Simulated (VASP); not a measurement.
# LiCa2 (P1) in VASP: single point with PBE+D4

Aim: the single point of LiCa2 with PBE+D4.

Program: VASP 6.6.1. These are calculated values, not measurements. Logs are shortened: lines on timing, memory, paths and dates and some standing lists are left out, and cuts for length are marked.

### 1 The cell of the first run

The typed cell holds 6 atoms: a = 4.487 Å, b = 4.449 Å, c = 8.148 Å, α = 75.48°, β = 74.72°, γ = 91.25°.

### 2 Single point, PBE+D4

Input file INCAR:

```
SYSTEM = LiCa2
  ALGO = Normal
  EDIFF = 1E-6
  ENCUT = 750
  GGA = PE
  GGA_COMPAT = .FALSE.
  ISIF = 2
  ISMEAR = -1
  ISYM = 0
  IVDW = 13
  LASPH = .TRUE.
  LCHARG = .TRUE.
  LELF = .TRUE.
  LREAL = .FALSE.
  LVHAR = .TRUE.
  LWAVE = .FALSE.
  NBANDS = 32
  NELM = 120
  PREC = Accurate
  SIGMA = 0.1
```

Input file KPOINTS:

```
Automatic mesh
0
Gamma
  4 4 3
  0 0.5 0.5
```

Input file POSCAR:

```
LiCa2
1.0
   -0.0489450300      4.4863195700      0.0143215100
    4.4482663800     -0.0489450300      0.0392170100
    2.1337616000      2.1946217900     -7.5512344400
Ca Li
4 2
Direct
    0.5069010000      0.9958690000      0.9878240000
    0.0021450000      0.5232620000      0.0192980000
    0.3422490000      0.2887040000      0.3671260000
    0.6240730000      0.5525750000      0.6891140000
    0.1617190000      0.1634360000      0.7336190000
    0.8641910000      0.8098820000      0.2659920000
```

Potentials or basis: VASP PAW PBE potentials, release 64 (Ca_sv, Li_sv).

Started as:

```sh
cat potpaw_PBE.64/Ca_sv/POTCAR potpaw_PBE.64/Li_sv/POTCAR > POTCAR
mpirun -np 1 vasp_std > vasp.out
```

OUTCAR:

```text
SYSTEM = LiCa2
   EDIFF = 1E-6
   ENCUT = 750
   GGA = PE
   ISIF = 2
   ISMEAR = -1
   ISYM = 0
   IVDW = 13
   LASPH = .TRUE.
   LREAL = .FALSE.
   NELM = 120
   PREC = Accurate

 ion  position               nearest neighbor table
   1  0.507  0.996  0.988-   5 2.87   4 2.93   2 2.97   2 3.11
   2  0.002  0.523  0.019-   6 2.59   1 2.97   1 3.11
   3  0.342  0.289  0.367-   5 2.78
   4  0.624  0.553  0.689-   5 2.56   1 2.93
   5  0.162  0.163  0.734-   4 2.56   3 2.78   1 2.87
   6  0.864  0.810  0.266-   2 2.59

IMPORTANT INFORMATION: All symmetrisations will be switched off!
NOSYMM: (Re-)initialisation of all symmetry stuff for point group C_1.

----------------------------------------------------------------------------------------

                                     Primitive cell

  volume of cell :     151.1979

  direct lattice vectors                    reciprocal lattice vectors
    -0.048945030  4.486319570  0.014321510     0.001875217  0.222712000  0.065256864
     4.448266380 -0.048945030  0.039217010     0.224266910  0.002242338  0.064023069
     2.133761600  2.194621790 -7.551234440     0.001168277  0.000434036 -0.131972413

  length of vectors
     4.486609411  4.448708507  8.148033194     0.232083196  0.233237280  0.131978298

  position of ions in fractional coordinates (direct lattice)
     0.506901000  0.995869000  0.987824000
     0.002145000  0.523262000  0.019298000
     0.342249000  0.288704000  0.367126000
     0.624073000  0.552575000  0.689114000
     0.161719000  0.163436000  0.733619000
     0.864191000  0.809882000  0.265992000

  ion indices of the primitive-cell ions
   primitive index   ion index
                 1           1
                 2           2
                 3           3
                 4           4
                 5           5
                 6           6

----------------------------------------------------------------------------------------

 KPOINTS: Automatic mesh

Automatic generation of k-mesh.
 Grid dimensions read from file:
 generate k-points for:    4    4    3

 Generating k-lattice:

  Cartesian coordinates                     Fractional coordinates (reciprocal lattice)
     0.000468804  0.055678000  0.016314216     0.250000000 -0.000000000  0.000000000
     0.056066728  0.000560584  0.016005767    -0.000000000  0.250000000  0.000000000
     0.000389426  0.000144679 -0.043990804    -0.000000000 -0.000000000  0.333333333

  Length of vectors
     0.058020799  0.058309320  0.043992766

  Shift w.r.t. Gamma in fractional coordinates (k-lattice)
     0.000000000  0.500000000  0.500000000

 Subroutine IBZKPT returns following result:
 ===========================================

 Found     24 irreducible k-points:

 Following reciprocal coordinates:
            Coordinates               Weight
 -0.000000  0.125000  0.166667      2.000000
  0.250000  0.125000  0.166667      2.000000
  0.500000  0.125000  0.166667      2.000000
 -0.250000  0.125000  0.166667      2.000000
  0.000000  0.375000  0.166667      2.000000
  0.250000  0.375000  0.166667      2.000000
[... 16 lines left out ...]
  0.500000  0.375000  0.500000      2.000000
 -0.250000  0.375000  0.500000      2.000000
   k-points           NKPTS =     24   k-points in BZ     NKDIM =     24   number of bands    NBANDS=     32
   number of dos      NEDOS =    301   number of ions     NIONS =      6
   total plane-waves  NPLWV = 128000
   dimension x,y,z NGX =    40 NGY =   40 NGZ =   80
   dimension x,y,z NGXF=    80 NGYF=   80 NGZF=  160
   ions per type =               4   2
   NGX,Y,Z   is equivalent  to a cutoff of  14.82, 14.95, 16.32 a.u.
   NGXF,Y,Z  is equivalent  to a cutoff of  29.64, 29.90, 32.65 a.u.
 SYSTEM =  LiCa2
   PREC   = accura    normal or accurate (medium, high low for compatibility)
   ISTART =      0    job   : 0-new  1-cont  2-samecut
   ICHARG =      2    charge: 1-file 2-atom 10-const
   ISPIN  =      1    spin polarized calculation?
   LNONCOLLINEAR =      F non collinear calculations
   LSORBIT =      F    spin-orbit coupling
   LASPH  =      T    aspherical Exc in radial PAW
   ENCUT  =  750.0 eV  55.12 Ry    7.42 a.u.  10.02  9.93 18.19*2*pi/ulx,y,z
   NELM   =    120;   NELMIN=  2; NELMDL= -5     # of ELM steps
   EDIFF  = 0.1E-05   stopping-criterion for ELM
   LREAL  =      F    real-space projection
   EDIFFG = 0.1E-04   stopping-criterion for IOM
   NSW    =      0    number of steps for IOM
   IBRION =     -1    ionic relax: 0-MD 1-quasi-New 2-CG
   NFREE  =      0    steps in history (QN), initial steepest desc. (CG)
   ISIF   =      2    stress and relaxation
   ISYM   =      0    0-nonsym 1-usesym 2-fastsym
   POTIM  = 0.5000    time-step for ionic-motion
   TEBEG  =    0.0;   TEEND  =   0.0 temperature during run
   PSTRESS=    0.0 pullay stress
   NELECT =      46.0000    total number of electrons
   NUPDOWN=      -1.0000    fix difference up-down
   EMIN   =  10.00;   EMAX   =-10.00  energy-range for DOS
   EFERMI =   0.00;   METHOD = LEGACY
   ISMEAR =    -1;   SIGMA  =   0.10  broadening in eV -4-tet -1-fermi 0-gaus
   EFERMI_NEDOS =   21; number of points for ismear=-14 and -15
   IALGO  =     38    algorithm
   IMIX   =      4    mixing-type and parameters
     AMIX     =   0.40;   BMIX     =  1.00
     AMIX_MAG =   1.60;   BMIX_MAG =  1.00
  volume/ion in A,a.u.               =      25.20       170.06
  Fermi-wavevector in a.u.,A,eV,Ry     =   1.101063  2.080708 16.494886  1.212340
  Thomas-Fermi vector in A             =   2.237484
   LORBIT       =      0    0 simple, 1 ext, 2 COOP (PROOUT), +10 PAW based schemes
   GGA     = PE    functional components
   LHFCALC =     F    Hartree Fock is set to
   AEXX    =    0.0000 exact exchange contribution
   IVDW    =    13    specifies the selected vdW correction
   LEPSILON=     F    determine dielectric tensor
   LRPA    =     F    only Hartree local field effects (RPA)
 non-spin polarized calculation
  energy-cutoff  :      750.00
  volume of cell :      151.20
 maximum number of plane-waves:      7081
   NGX = 21   NGY = 19   NGZ = 37

 number of electron      46.0000005 magnetization

 Free energy of the ion-electron system (eV)
  ---------------------------------------------------
  ext. energy  EPLUGINS =         0.00000000
  ---------------------------------------------------
  free energy    TOTEN  =        -8.27757137 eV

  energy without entropy =       -8.09698889  energy(sigma->0) =       -8.18728013

 E-fermi :   3.0174     XC(G=0):  -8.5837

 val. band max:        2.9990788598   @ k =   0.2500   0.3750   0.1667
 cond. band min:       3.0230500534   @ k =   0.5000   0.3750   0.1667
 fundamental gap:      0.0239711936
 Fermi energy:         3.0173638641

 k-point     1 :      -0.0000    0.1250    0.1667
  band No.  band energies     occupation
      1     -43.3244      2.00000
      2     -43.2558      2.00000
      3     -38.5282      2.00000
      4     -38.4015      2.00000
      5     -38.0044      2.00000
      6     -37.8726      2.00000
[... 24 lines left out ...]
     31       5.1818      0.00000
     32       5.3213      0.00000

 k-point     2 :       0.2500    0.1250    0.1667
  band No.  band energies     occupation
      1     -43.3243      2.00000
      2     -43.2557      2.00000
      3     -38.5277      2.00000
      4     -38.4010      2.00000
      5     -37.9848      2.00000
      6     -37.8924      2.00000
[... 24 lines left out ...]
     31       5.0806      0.00000
     32       5.5894      0.00000

 k-point     3 :       0.5000    0.1250    0.1667
  band No.  band energies     occupation
      1     -43.3243      2.00000
      2     -43.2555      2.00000
      3     -38.5272      2.00000
      4     -38.4005      2.00000
      5     -37.9550      2.00000
      6     -37.9223      2.00000
[... 24 lines left out ...]
     31       5.1522      0.00000
     32       5.7502      0.00000

 k-point     4 :      -0.2500    0.1250    0.1667
  band No.  band energies     occupation
      1     -43.3243      2.00000
      2     -43.2557      2.00000
      3     -38.5277      2.00000
      4     -38.4010      2.00000
      5     -37.9883      2.00000
      6     -37.8888      2.00000
[... 24 lines left out ...]
     31       5.1361      0.00000
     32       5.5297      0.00000

 k-point     5 :       0.0000    0.3750    0.1667
  band No.  band energies     occupation
      1     -43.3243      2.00000
      2     -43.2557      2.00000
      3     -38.5275      2.00000
      4     -38.3994      2.00000
      5     -37.9803      2.00000
      6     -37.8980      2.00000
[... 584 lines left out ...]
     31       5.1499      0.00000
     32       5.7597      0.00000

 k-point    22 :       0.2500    0.3750    0.5000
  band No.  band energies     occupation
      1     -43.3243      2.00000
      2     -43.2556      2.00000
      3     -38.5270      2.00000
      4     -38.3990      2.00000
      5     -37.9673      2.00000
      6     -37.9105      2.00000
[... 24 lines left out ...]
     31       5.1466      0.00000
     32       5.4542      0.00000

 k-point    23 :       0.5000    0.3750    0.5000
  band No.  band energies     occupation
      1     -43.3242      2.00000
      2     -43.2555      2.00000
      3     -38.5266      2.00000
      4     -38.3986      2.00000
      5     -37.9551      2.00000
      6     -37.9222      2.00000
[... 24 lines left out ...]
     31       4.9607      0.00000
     32       5.4207      0.00000

 k-point    24 :      -0.2500    0.3750    0.5000
  band No.  band energies     occupation
      1     -43.3243      2.00000
      2     -43.2556      2.00000
      3     -38.5270      2.00000
      4     -38.3990      2.00000
      5     -37.9729      2.00000
      6     -37.9048      2.00000
[... 24 lines left out ...]
     31       5.2556      0.00000
     32       5.5723      0.00000

------------------------ aborting loop because EDIFF is reached ----------------------------------------

  DFT-D4 for vdW energy calculation

  Edisp (eV):   -0.47742

  FORCE on cell =-STRESS in cart. coord.  units (eV):
  Direction    XX          YY          ZZ          XY          YZ          ZX
  --------------------------------------------------------------------------------------
  -------------------------------------------------------------------------------------
  Total       8.89963     9.84896    11.84862     1.23916     0.10201    -0.35506
  in kB      94.30545   104.36510   125.55466    13.13083     1.08097    -3.76239
  external pressure =      108.08 kB  Pullay stress =        0.00 kB

 VOLUME and BASIS-vectors are now :
 -----------------------------------------------------------------------------
  energy-cutoff  :      750.00
  volume of cell :      151.20
      direct lattice vectors                 reciprocal lattice vectors
    -0.048945030  4.486319570  0.014321510     0.001875217  0.222712000  0.065256864
     4.448266380 -0.048945030  0.039217010     0.224266910  0.002242338  0.064023069
     2.133761600  2.194621790 -7.551234440     0.001168277  0.000434036 -0.131972413

 POSITION                                       TOTAL-FORCE (eV/Angst)
 -----------------------------------------------------------------------------------
      6.51286      4.39328     -7.41298         0.028520      0.535937     -0.962868
      2.36868      0.02636     -0.12517        -0.970511     -0.297415      0.296611
      2.05084      2.32701     -2.75603        -0.543721     -0.411174     -0.189037
      3.89786      4.28509     -5.17305         1.601368      0.919218      1.781691
      2.28446      2.32754     -5.53100        -0.937873     -0.915664      0.043511
      4.12784      4.42115     -1.96443         0.822216      0.169098     -0.969908
 -----------------------------------------------------------------------------------
    total drift:                                0.000303      0.000207      0.000362

  FREE ENERGIE OF THE ION-ELECTRON SYSTEM (eV)
  ---------------------------------------------------
  free  energy   TOTEN  =        -8.7549957272 eV

  energy  without entropy=       -8.5744132472  energy(sigma->0) =       -8.66470449
```

It took 6.6 min on 1 thread of Intel Xeon 8259CL, shared host; peak memory 0.43 GiB.

Results:

| Item | Value |
| --- | --- |
| Free energy | -8.7550 eV |
| Pressure | 10.8 GPa |
| Largest force | 2.566 eV/Å |
| Band gap on the k mesh | zero (bands 23 and 24 overlap by 0.19 eV) |
| Dispersion energy per atom | -0.080 eV |

Forces on the atoms (eV/Å):
```
Ca   0.029  0.536 -0.963
Ca  -0.971 -0.297  0.297
Ca  -0.544 -0.411 -0.189
Ca   1.601  0.919  1.782
Li  -0.938 -0.916  0.044
Li   0.822  0.169 -0.970
```

Stress tensor (GPa, compression positive):
```
 9.43  1.31 -0.38
 1.31 10.44  0.11
-0.38  0.11 12.56
```

Levels at points of the mesh, in eV from the Fermi level:
```tsv
k point	band 19	band 20	band 21	band 22	band 23	band 24	band 25	band 26	band 27	band 28
(0.00, 0.12, 0.17)	-4.13	-2.17	-1.23	-0.74	0.17	0.56	0.71	1.15	1.30	1.36
```

Caveat: the k points lie up to 0.37 Å⁻¹ apart; forces of over 1 eV/Å act on the atoms, so gaps and moduli don't describe the material at rest.
